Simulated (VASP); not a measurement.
# W3O (P4_2mc) in VASP: single point with PBE

Aim: the single point of W3O with PBE.

Program: VASP 6.6.1. These are calculated values, not measurements. Logs are shortened: lines on timing, memory, paths and dates and some standing lists are left out, and cuts for length are marked.

## 1. The cell of the first run

The structure is tetragonal, space group P4_2mc (No. 105). The conventional cell has a = 4.885 Å, b = 4.885 Å, c = 4.885 Å, α = 90.00°, β = 90.00°, γ = 90.00°. Within 3.2 Å of W (site symmetry 2mm) lie 10 W at 2.44 to 2.99 Å and 4 O at 2.66 to 2.81 Å. Within 3.2 Å of W (site symmetry m) lie 10 W at 2.44 to 2.99 Å and 4 O at 2.58 to 2.88 Å. Within 3.4 Å of O (site symmetry 2mm) lie 12 W at 2.58 to 2.88 Å.

## 2. Single point, PBE

The input, INCAR:

```
SYSTEM = W3O
  PREC = Accurate
  ENCUT = 600
  EDIFF = 1E-6
  ISMEAR = 0
  SIGMA = 0.15
  LREAL = .FALSE.
  LASPH = .TRUE.
  NELM = 120
  ALGO = Normal
  ISIF = 2
  LWAVE = .FALSE.
  LCHARG = .FALSE.
  GGA = PE
  NBANDS = 58
  GGA_COMPAT = .FALSE.
```

The input, KPOINTS:

```
regular mesh
0
G
  8 8 8
  0 0 0
```

The input, POSCAR:

```
W3O
1.0
    4.8845028706      0.0000000000      0.0000000000
    0.0000000000      4.8845028706      0.0000000000
    0.0000000000      0.0000000000      4.8845028706
W O
6 2
Direct
    0.5000000000      0.7491891806      0.0000000000
    0.0000000000      0.4989577855      0.7500000000
    0.2500000000     -0.0010422145      0.5000000000
    0.5000000000      0.2491891806      0.0000000000
    0.0000000000      0.4989577855      0.2500000000
    0.7500000000     -0.0010422145      0.5000000000
    0.5000000000      0.5332684829      0.5000000000
    0.0000000000      0.0332684829      0.0000000000
```

Potentials or basis: VASP PAW PBE potentials, release 64 (W_sv, O).

Started as:

```sh
> cat potpaw_PBE.64/W_sv/POTCAR potpaw_PBE.64/O/POTCAR > POTCAR
> mpirun -np 1 vasp_std > vasp.out
```

OUTCAR:

```text
SYSTEM = W3O
   PREC = Accurate
   ENCUT = 600
   EDIFF = 1E-6
   ISMEAR = 0
   LREAL = .FALSE.
   LASPH = .TRUE.
   NELM = 120
   ISIF = 2
   GGA = PE

 ion  position               nearest neighbor table
   1  0.500  0.749  0.000-   4 2.44   4 2.44   7 2.66   7 2.66   3 2.99   6 2.99   6 2.99   3 2.99
                             2 2.99   5 2.99   2 2.99   5 2.99
   2  0.000  0.499  0.750-   5 2.44   5 2.44   8 2.58   4 2.99   4 2.99   6 2.99   3 2.99   6 2.99
                             3 2.99   1 2.99   1 2.99
   3  0.250  0.999  0.500-   6 2.44   6 2.44   7 2.58   1 2.99   1 2.99   2 2.99   2 2.99   5 2.99
                             5 2.99   4 2.99   4 2.99
   4  0.500  0.249  0.000-   1 2.44   1 2.44   8 2.66   8 2.66   5 2.99   2 2.99   5 2.99   2 2.99
                             6 2.99   3 2.99   3 2.99   6 2.99
   5  0.000  0.499  0.250-   2 2.44   2 2.44   8 2.58   4 2.99   4 2.99   6 2.99   3 2.99   6 2.99
                             3 2.99   1 2.99   1 2.99
   6  0.750  0.999  0.500-   3 2.44   3 2.44   7 2.58   1 2.99   1 2.99   5 2.99   2 2.99   5 2.99
                             2 2.99   4 2.99   4 2.99
   7  0.500  0.533  0.500-   3 2.58   6 2.58   1 2.66   1 2.66
   8  0.000  0.033  0.000-   2 2.58   5 2.58   4 2.66   4 2.66

  LATTYP: Found a simple cubic cell.
 ALAT       =     4.8845028706

  Lattice vectors:

 A1 = (   4.8845028706,   0.0000000000,   0.0000000000)
 A2 = (   0.0000000000,   4.8845028706,   0.0000000000)
 A3 = (   0.0000000000,   0.0000000000,   4.8845028706)

Analysis of symmetry for initial positions (statically):
=====================================================================
 Subroutine PRICEL returns:
 Original cell was already a primitive cell.

 Routine SETGRP: Setting up the symmetry group for a
 simple cubic supercell.

 Subroutine GETGRP returns: Found  8 space group operations
 (whereof  4 operations were pure point group operations)
 out of a pool of 48 trial point group operations.

The static configuration has the point symmetry C_2v.
 The point group associated with its full space group is C_4v.

Analysis of symmetry for dynamics (positions and initial velocities):
=====================================================================
 Subroutine PRICEL returns:
 Original cell was already a primitive cell.

 Routine SETGRP: Setting up the symmetry group for a
 simple cubic supercell.

 Subroutine GETGRP returns: Found  8 space group operations
 (whereof  4 operations were pure point group operations)
 out of a pool of 48 trial point group operations.

[... 115 lines left out ...]
   EDIFFG = 0.1E-04   stopping-criterion for IOM
   NSW    =      0    number of steps for IOM
   IBRION =     -1    ionic relax: 0-MD 1-quasi-New 2-CG
   NFREE  =      0    steps in history (QN), initial steepest desc. (CG)
   ISIF   =      2    stress and relaxation
   ISYM   =      2    0-nonsym 1-usesym 2-fastsym
   POTIM  = 0.5000    time-step for ionic-motion
   TEBEG  =    0.0;   TEEND  =   0.0 temperature during run
   PSTRESS=    0.0 pullay stress
   NELECT =      96.0000    total number of electrons
   NUPDOWN=      -1.0000    fix difference up-down
   EMIN   =  10.00;   EMAX   =-10.00  energy-range for DOS
   EFERMI =   0.00;   METHOD = LEGACY
   ISMEAR =     0;   SIGMA  =   0.15  broadening in eV -4-tet -1-fermi 0-gaus
   EFERMI_NEDOS =   21; number of points for ismear=-14 and -15
   IALGO  =     38    algorithm
   IMIX   =      4    mixing-type and parameters
     AMIX     =   0.40;   BMIX     =  1.00
     AMIX_MAG =   1.60;   BMIX_MAG =  1.00
  volume/ion in A,a.u.               =      14.57        98.30
  Fermi-wavevector in a.u.,A,eV,Ry     =   1.534658  2.900083 32.044094  2.355174
  Thomas-Fermi vector in A             =   2.641555
   LORBIT       =      0    0 simple, 1 ext, 2 COOP (PROOUT), +10 PAW based schemes
   GGA     = PE    functional components
   LHFCALC =     F    Hartree Fock is set to
   AEXX    =    0.0000 exact exchange contribution
   IVDW    =     0    specifies the selected vdW correction
   LEPSILON=     F    determine dielectric tensor
   LRPA    =     F    only Hartree local field effects (RPA)
 non-spin polarized calculation
 Gauss-broadening in eV      SIGMA  =   0.15
  energy-cutoff  :      600.00
  volume of cell :      116.54
 maximum number of plane-waves:      3916
 NGX is ok and might be reduce to    40
   NGX = 19   NGY = 19   NGZ = 19

 number of electron      96.0000019 magnetization

 Free energy of the ion-electron system (eV)
  ---------------------------------------------------
  ext. energy  EPLUGINS =         0.00000000
  ---------------------------------------------------
  free energy    TOTEN  =       -80.96284439 eV

  energy without entropy =      -80.88751946  energy(sigma->0) =      -80.92518193

 E-fermi :   9.8106     XC(G=0): -13.0653

 val. band max:        9.8080199244   @ k =   0.3750   0.3750   0.2500
 cond. band min:       9.8110357249   @ k =   0.1250   0.0000   0.1250
 fundamental gap:      0.0030158005
 Fermi energy:         9.8106070256

 k-point     1 :       0.0000    0.0000    0.0000
  band No.  band energies     occupation
      1     -64.4661      2.00000
      2     -64.4128      2.00000
      3     -64.4058      2.00000
      4     -64.2044      2.00000
      5     -64.2044      2.00000
      6     -64.1948      2.00000
[... 1453 lines left out ...]
     57      12.4922      0.00000
     58      12.5491      0.00000

 [... further k-points ...]
[... 5 lines left out ...]
  --------------------------------------------------------------------------------------
  -------------------------------------------------------------------------------------
  Total        0.8052079      0.5644989      0.8052079      0.0000000      0.0000000      0.0000000
  in kB       11.0702517      7.7609088     11.0702517      0.0000000      0.0000000      0.0000000
  external PRESSURE =       9.9671374 kB  Pullay stress =       0.0000000 kB

 VOLUME and BASIS-vectors are now :
 -----------------------------------------------------------------------------
  energy-cutoff  :      600.00
  volume of cell :      116.54
      direct lattice vectors                 reciprocal lattice vectors
     4.884502871  0.000000000  0.000000000     0.204729125  0.000000000  0.000000000
     0.000000000  4.884502871  0.000000000     0.000000000  0.204729125  0.000000000
     0.000000000  0.000000000  4.884502871     0.000000000  0.000000000  0.204729125

 POSITION                                       TOTAL-FORCE (eV/Angst)
 -----------------------------------------------------------------------------------
      2.44225      3.65942      0.00000         0.000000     -0.203787      0.000000
      0.00000      2.43716      3.66338         0.000000     -0.242483     -0.062552
      1.22113      4.87941      2.44225        -0.062552     -0.242483      0.000000
      2.44225      1.21717      0.00000         0.000000     -0.203787      0.000000
      0.00000      2.43716      1.22113         0.000000     -0.242483      0.062552
      3.66338      4.87941      2.44225         0.062552     -0.242483      0.000000
      2.44225      2.60475      2.44225         0.000000      0.688753      0.000000
      0.00000      0.16250      0.00000         0.000000      0.688753      0.000000
 -----------------------------------------------------------------------------------
    total drift:                                0.000000      0.000020     -0.000003

  FREE ENERGIE OF THE ION-ELECTRON SYSTEM (eV)
  ---------------------------------------------------
  free  energy   TOTEN  =       -80.9628443912 eV

  energy  without entropy=      -80.8875194642  energy(sigma->0) =      -80.92518193
```

stdout:

```text
POSCAR found type information on POSCAR W O
 POSCAR found :  2 types and       8 ions
 scaLAPACK will be used
 LDA part: xc-table for (Slater+PW92), standard interpolation
 POSCAR, INCAR and KPOINTS ok, starting setup
 FFT: planning ... GRIDC
 FFT: planning ... GRID_SOFT
 FFT: planning ... GRID
 WAVECAR not read
 entering main loop
```

It took 10 min on 1 thread of Intel Xeon 6975P-C, shared host; peak memory 0.55 GiB.

What came out:

| Item | Value |
| --- | --- |
| Free energy | -80.9628 eV |
| Pressure | 1.0 GPa |
| Largest force | 0.689 eV/Å |
| Band gap on the k mesh | zero (band 48 reaches 10.22 eV, above the bottom of band 49 at 9.37 eV) |

Forces on the atoms (eV/Å):
```
W    0.000 -0.204  0.000
W    0.000 -0.242 -0.063
W   -0.063 -0.242  0.000
W    0.000 -0.204  0.000
W    0.000 -0.242  0.063
W    0.063 -0.242  0.000
O    0.000  0.689  0.000
O    0.000  0.689  0.000
```

Caveat: spin-orbit coupling is left out, which moves the levels of the heavy elements.
